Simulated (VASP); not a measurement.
# Sn7O17 (a cell with a defect) in VASP: single point with PBE

Aim: the single point of Sn7O17 (a cell with a defect) with PBE.

Program: VASP 6.6.1. These are calculated values, not measurements. Logs are shortened: lines on timing, memory, paths and dates and some standing lists are left out, and cuts for length are marked.

## (1) The cell of the first run

The cell holds a defect, 24 atoms: a = 6.827 Å, b = 6.827 Å, c = 8.077 Å, α = 114.99°, β = 114.99°, γ = 90.02°.

## (2) Single point, PBE

Input file INCAR:

```
PREC = Accurate
ENCUT = 520
EDIFF = 1E-6
ISMEAR = 0
SIGMA = 0.01
LREAL = Auto
LASPH = True
NELM = 60
ALGO = Normal
ISIF = 2
LWAVE = False
LCHARG = False
GGA = PE
NBANDS = 118
```

Input file KPOINTS:

```
regular mesh
0
Gamma
  3 3 3
```

Input file POSCAR:

```
Sn7O17
1.0
    4.8265176369     -4.8283676022      0.0000000000
    4.8265176369      4.8283676022      0.0000000000
   -4.8265176369      0.0000000000      6.4763333159
O Sn
17 7
Direct
    0.1806219307      0.5672992892      0.2476371516
    0.9703001981      0.2970840952     -0.0049838636
    0.2258808040      0.5518795581      0.5063838868
    0.4937910603      0.8127844348     -0.0050170512
    0.7488906553      0.0682077734      0.5054443739
    0.3582804531      0.5640051979      0.2487376089
    0.6862753079      0.8747392101      0.7480176146
    0.9307784357      0.1181156698      0.2503305603
    0.1882910632      0.3764714988      0.7530146925
    0.7718642521      0.6445575361      0.2502893755
    0.0834588812      0.8976854985      0.7626069419
    0.3230652831      0.1403402290      0.2503625594
    0.5715042108      0.3855959710      0.7385638682
    0.0123824046      0.6948309442     -0.0061081563
    0.2682805845      0.9513399367      0.5065352871
    0.5038973782      0.2032149484      0.0001555683
    0.7533444253      0.4534887905      0.5001145119
    0.3770697505      0.8811555771      0.7424004905
    0.6287264888      0.1321236177      0.2500220220
    0.8843307642      0.3889657373      0.7573591313
    0.0046412340     -0.0050796889      0.0068229746
    0.2482916117      0.2386305441      0.4942727432
    0.5115607573      0.4997322761     -0.0190018021
    0.7813307288      0.7694097368      0.5197763599
```

Potentials or basis: VASP PAW PBE potentials, release 64 (O, Sn_d).

Launch:

```console
> cat potpaw_PBE.64/O/POTCAR potpaw_PBE.64/Sn_d/POTCAR > POTCAR
> mpirun -np 1 vasp_std > vasp.out
```

OUTCAR:

```text
PREC = Accurate
   ENCUT = 520
   EDIFF = 1E-6
   ISMEAR = 0
   LREAL = Auto
   LASPH = True
   NELM = 60
   ISIF = 2
   GGA = PE

 ion  position               nearest neighbor table
   1  0.181  0.567  0.248-   6 1.21
   2  0.970  0.297  0.995-  21 2.11  20 2.12
   3  0.226  0.552  0.506-  22 2.11  18 2.11
   4  0.494  0.813  0.995-  23 2.10  19 2.11  18 2.11
   5  0.749  0.068  0.505-  24 2.10  20 2.11  19 2.11
   6  0.358  0.564  0.249-   1 1.21  23 2.66  24 2.68
   7  0.686  0.875  0.748-  24 2.06  18 2.09  21 2.12
   8  0.931  0.118  0.250-  19 2.06  21 2.07  22 2.07
   9  0.188  0.376  0.753-  23 2.06  20 2.09  22 2.12
  10  0.772  0.645  0.250-  24 1.94  23 1.94
  11  0.083  0.898  0.763-  24 2.00  18 2.08  21 2.10
  12  0.323  0.140  0.250-  21 2.08  22 2.08  19 2.09
  13  0.572  0.386  0.739-  23 2.00  20 2.08  22 2.10
  14  0.012  0.695  0.994-  20 2.00  21 2.01
  15  0.268  0.951  0.507-  18 2.00  22 2.01
  16  0.504  0.203  0.000-  23 2.10  19 2.10  18 2.13
  17  0.753  0.453  0.500-  24 2.10  19 2.10  20 2.12
  18  0.377  0.881  0.742-  15 2.00  11 2.08   7 2.09   4 2.11   3 2.11  16 2.13  19 3.29  24 3.61
                            22 3.66  23 3.74  23 3.75
  19  0.629  0.132  0.250-   8 2.06  12 2.09  16 2.10  17 2.10   4 2.11   5 2.11  20 3.29  18 3.29
                            21 3.75  22 3.75
  20  0.884  0.389  0.757-  14 2.00  13 2.08   9 2.09   5 2.11   2 2.12  17 2.12  19 3.29  23 3.61
                            21 3.66  24 3.74  24 3.75
  21  0.005  0.995  0.007-  14 2.01   8 2.07  12 2.08  11 2.10   2 2.11   7 2.12  22 3.16  24 3.16
                            20 3.66  19 3.75
  22  0.248  0.239  0.494-  15 2.01   8 2.07  12 2.08  13 2.10   3 2.11   9 2.12  21 3.16  23 3.16
                            18 3.66  19 3.75
  23  0.512  0.500  0.981-  10 1.94  13 2.00   9 2.06  16 2.10   4 2.10   6 2.66  22 3.16  24 3.49
                            20 3.61  18 3.74  18 3.75
  24  0.781  0.769  0.520-  10 1.94  11 2.00   7 2.06  17 2.10   5 2.10   6 2.68  21 3.16  23 3.49
                            18 3.61  20 3.74  20 3.75

  LATTYP: Found a face centered orthorhombic cell.
 ALAT       =     9.6530352738
 B/A-ratio  =     1.0003832919
 C/A-ratio  =     1.3418231949

  Lattice vectors:

 A1 = (   0.0000000000,   4.8283676022,   6.4763333159)
 A2 = (   4.8265176369,   0.0000000000,   6.4763333159)
 A3 = (   4.8265176369,   4.8283676022,   0.0000000000)

Analysis of symmetry for initial positions (statically):
=====================================================================
 Subroutine PRICEL returns:
 Original cell was already a primitive cell.

 Routine SETGRP: Setting up the symmetry group for a
 face centered orthorhombic supercell.

 Subroutine GETGRP returns: Found  1 space group operations
 (whereof  1 operations were pure point group operations)
 out of a pool of  8 trial point group operations.

The static configuration has the point symmetry C_1 .

Analysis of symmetry for dynamics (positions and initial velocities):
=====================================================================
 Subroutine PRICEL returns:
 Original cell was already a primitive cell.

 Routine SETGRP: Setting up the symmetry group for a
 face centered orthorhombic supercell.

 Subroutine GETGRP returns: Found  1 space group operations
 (whereof  1 operations were pure point group operations)
 out of a pool of  8 trial point group operations.

The dynamic configuration has the point symmetry C_1 .

 Subroutine INISYM returns: Found  1 space group operations
 (whereof  1 operations are pure point group operations),
 and found     1 'primitive' translations

----------------------------------------------------------------------------------------

                                     Primitive cell

  volume of cell :     301.8516

  direct lattice vectors                    reciprocal lattice vectors
     4.826517637 -4.828367602  0.000000000     0.103594359 -0.103554667  0.077204180
     4.826517637  4.828367602  0.000000000     0.103594359  0.103554667  0.077204180
    -4.826517637  0.000000000  6.476333316     0.000000000  0.000000000  0.154408359

  length of vectors
     6.827034949  6.827034949  8.077014654     0.165577310  0.165577310  0.154408359

  position of ions in fractional coordinates (direct lattice)
     0.180621931  0.567299289  0.247637152
     0.970300198  0.297084095  0.995016136
     0.225880804  0.551879558  0.506383887
     0.493791060  0.812784435  0.994982949
[... 60 lines left out ...]
     0.034531453  0.034518222  0.025734727     0.000000000  0.333333333  0.000000000
     0.000000000  0.000000000  0.051469453     0.000000000  0.000000000  0.333333333

  Length of vectors
     0.055192437  0.055192437  0.051469453

  Shift w.r.t. Gamma in fractional coordinates (k-lattice)
     0.000000000  0.000000000  0.000000000

 Subroutine IBZKPT returns following result:
 ===========================================

 Found     14 irreducible k-points:

 Following reciprocal coordinates:
            Coordinates               Weight
  0.000000  0.000000  0.000000      1.000000
  0.333333  0.000000  0.000000      2.000000
  0.000000  0.333333 -0.333333      2.000000
 -0.000000 -0.333333 -0.000000      2.000000
 -0.333333 -0.000000  0.333333      2.000000
  0.333333  0.333333  0.000000      2.000000
  0.333333  0.333333  0.333333      2.000000
 -0.333333  0.333333  0.000000      2.000000
  0.000000  0.000000  0.333333      2.000000
  0.333333  0.000000  0.333333      2.000000
  0.000000  0.333333  0.333333      2.000000
 -0.333333  0.333333  0.333333      2.000000
 -0.333333  0.333333 -0.333333      2.000000
 -0.333333 -0.333333  0.333333      2.000000
   k-points           NKPTS =     14   k-points in BZ     NKDIM =     14   number of bands    NBANDS=    118
   number of dos      NEDOS =    301   number of ions     NIONS =     24
   total plane-waves  NPLWV = 174960
   dimension x,y,z NGX =    54 NGY =   54 NGZ =   60
   dimension x,y,z NGXF=   108 NGYF=  108 NGZF=  120
   ions per type =              17   7
   NGX,Y,Z   is equivalent  to a cutoff of  13.15, 13.15, 12.35 a.u.
   NGXF,Y,Z  is equivalent  to a cutoff of  26.30, 26.30, 24.70 a.u.
 SYSTEM =  unknown system
   PREC   = accura    normal or accurate (medium, high low for compatibility)
   ISTART =      0    job   : 0-new  1-cont  2-samecut
   ICHARG =      2    charge: 1-file 2-atom 10-const
   ISPIN  =      1    spin polarized calculation?
   LNONCOLLINEAR =      F non collinear calculations
   LSORBIT =      F    spin-orbit coupling
   LASPH  =      T    aspherical Exc in radial PAW
   ENCUT  =  520.0 eV  38.22 Ry    6.18 a.u.  12.69 12.69 15.02*2*pi/ulx,y,z
   NELM   =     60;   NELMIN=  2; NELMDL= -5     # of ELM steps
   EDIFF  = 0.1E-05   stopping-criterion for ELM
   LREAL  =      T    real-space projection
   EDIFFG = 0.1E-04   stopping-criterion for IOM
   NSW    =      0    number of steps for IOM
   IBRION =     -1    ionic relax: 0-MD 1-quasi-New 2-CG
   NFREE  =      0    steps in history (QN), initial steepest desc. (CG)
   ISIF   =      2    stress and relaxation
   ISYM   =      2    0-nonsym 1-usesym 2-fastsym
   POTIM  = 0.5000    time-step for ionic-motion
   TEBEG  =    0.0;   TEEND  =   0.0 temperature during run
   PSTRESS=    0.0 pullay stress
   NELECT =     200.0000    total number of electrons
   NUPDOWN=      -1.0000    fix difference up-down
   EMIN   =  10.00;   EMAX   =-10.00  energy-range for DOS
   EFERMI =   0.00;   METHOD = LEGACY
   ISMEAR =     0;   SIGMA  =   0.01  broadening in eV -4-tet -1-fermi 0-gaus
   EFERMI_NEDOS =   21; number of points for ismear=-14 and -15
   IALGO  =     38    algorithm
   IMIX   =      4    mixing-type and parameters
     AMIX     =   0.40;   BMIX     =  1.00
     AMIX_MAG =   1.60;   BMIX_MAG =  1.00
  volume/ion in A,a.u.               =      12.58        84.87
  Fermi-wavevector in a.u.,A,eV,Ry     =   1.427207  2.697031 27.713984  2.036920
  Thomas-Fermi vector in A             =   2.547402
   LORBIT       =      0    0 simple, 1 ext, 2 COOP (PROOUT), +10 PAW based schemes
   GGA     = PE    functional components
   LHFCALC =     F    Hartree Fock is set to
   AEXX    =    0.0000 exact exchange contribution
   IVDW    =     0    specifies the selected vdW correction
   LEPSILON=     F    determine dielectric tensor
   LRPA    =     F    only Hartree local field effects (RPA)
 non-spin polarized calculation
 Gauss-broadening in eV      SIGMA  =   0.01
  energy-cutoff  :      520.00
  volume of cell :      301.85
 maximum number of plane-waves:      8148
 NGX is ok and might be reduce to    54
   NGX = 25   NGY = 25   NGZ = 29

 number of electron     200.0000006 magnetization

 Free energy of the ion-electron system (eV)
  ---------------------------------------------------
  ext. energy  EPLUGINS =         0.00000000
  ---------------------------------------------------
  free energy    TOTEN  =      -139.86750359 eV

  energy without entropy =     -139.86750359  energy(sigma->0) =     -139.86750359

 E-fermi :   4.8297     XC(G=0): -10.7285

 val. band max:        4.7235436960   @ k =   0.0000   0.0000   0.0000
 cond. band min:       4.9699022777   @ k =  -0.3333  -0.3333   0.3333
 fundamental gap:      0.2463585817
 Fermi energy:         4.8297444583

 k-point     1 :       0.0000    0.0000    0.0000
  band No.  band energies     occupation
      1     -22.7928      2.00000
      2     -16.3941      2.00000
      3     -16.2893      2.00000
      4     -16.1395      2.00000
      5     -16.0169      2.00000
      6     -15.9800      2.00000
[... 1599 lines left out ...]
    111      11.8394      0.00000
    112      12.3189      0.00000
 [bands above 112 left out]

------------------------ aborting loop because EDIFF is reached ----------------------------------------

  FORCE on cell =-STRESS in cart. coord.  units (eV):
  Direction    XX          YY          ZZ          XY          YZ          ZX
  --------------------------------------------------------------------------------------
  -------------------------------------------------------------------------------------
  Total        4.7419415      4.8614593      8.0939898     -4.9425926     -0.0192816     -0.0005763
  in kB       25.1694288     25.8038092     42.9615382    -26.2344512     -0.1023437     -0.0030591
  external PRESSURE =      31.3115921 kB  Pullay stress =       0.0000000 kB

 VOLUME and BASIS-vectors are now :
 -----------------------------------------------------------------------------
  energy-cutoff  :      520.00
  volume of cell :      301.85
      direct lattice vectors                 reciprocal lattice vectors
     4.826517637 -4.828367602  0.000000000     0.103594359 -0.103554667  0.077204180
     4.826517637  4.828367602  0.000000000     0.103594359  0.103554667  0.077204180
    -4.826517637  0.000000000  6.476333316     0.000000000  0.000000000  0.154408359

 POSITION                                       TOTAL-FORCE (eV/Angst)
 -----------------------------------------------------------------------------------
      2.41463      1.86702      1.60378        -0.902365      0.938434      0.001082
      1.31459     -3.25053      6.44406         0.006424      0.011012      0.018639
      1.30980      1.57404      3.27951         0.008589      0.014367     -0.014805
      1.50391      1.54022      6.44384        -0.008737     -0.002060      0.008570
      1.50420     -3.28659      3.27343        -0.006487     -0.006916     -0.011586
      3.25089      0.99331      1.61091         0.924763     -0.938106      0.007417
[... 16 lines left out ...]
      0.14622     -0.05711      6.35327        -0.021129      0.006212      0.028512
      4.97597     -0.05756      3.36624        -0.019001     -0.007310     -0.035607
 -----------------------------------------------------------------------------------
    total drift:                               -0.006420     -0.003085      0.009850

  FREE ENERGIE OF THE ION-ELECTRON SYSTEM (eV)
  ---------------------------------------------------
  free  energy   TOTEN  =      -139.8675035874 eV

  energy  without entropy=     -139.8675035874  energy(sigma->0) =     -139.86750359
```

It took 13 min on 1 thread of Intel Xeon 6975P-C (Granite Rapids), shared host; peak memory 0.6 GiB.

What came out:

| Item | Value |
| --- | --- |
| Free energy | -139.8675 eV |
| Pressure | 3.1 GPa |
| Largest force | 1.317 eV/Å |
| Band gap on the k mesh | 0.25 eV |

Forces on the atoms (eV/Å):
```
O   -0.902  0.938  0.001
O    0.006  0.011  0.019
O    0.009  0.014 -0.015
O   -0.009 -0.002  0.009
O   -0.006 -0.007 -0.012
O    0.925 -0.938  0.007
O   -0.017  0.005  0.003
O   -0.024  0.024 -0.001
O   -0.019  0.010  0.002
O    0.033 -0.017  0.006
O    0.012 -0.005  0.023
O    0.025 -0.016 -0.004
O    0.012 -0.008 -0.029
O   -0.003 -0.007  0.048
O   -0.003 -0.013 -0.053
O   -0.005  0.000 -0.001
O   -0.004 -0.003 -0.004
Sn  -0.024 -0.011  0.007
Sn   0.015  0.015 -0.004
Sn  -0.013 -0.002 -0.006
Sn   0.009  0.003 -0.001
Sn   0.024  0.009  0.012
Sn  -0.021  0.006  0.029
Sn  -0.019 -0.007 -0.036
```

Stress tensor (GPa, compression positive):
```
 2.52 -2.62  0.00
-2.62  2.58 -0.01
 0.00 -0.01  4.30
```

Caveat: the standard files for N, O and F lose accuracy on very short bonds; spin-orbit coupling is left out, which moves the levels of the heavy elements.
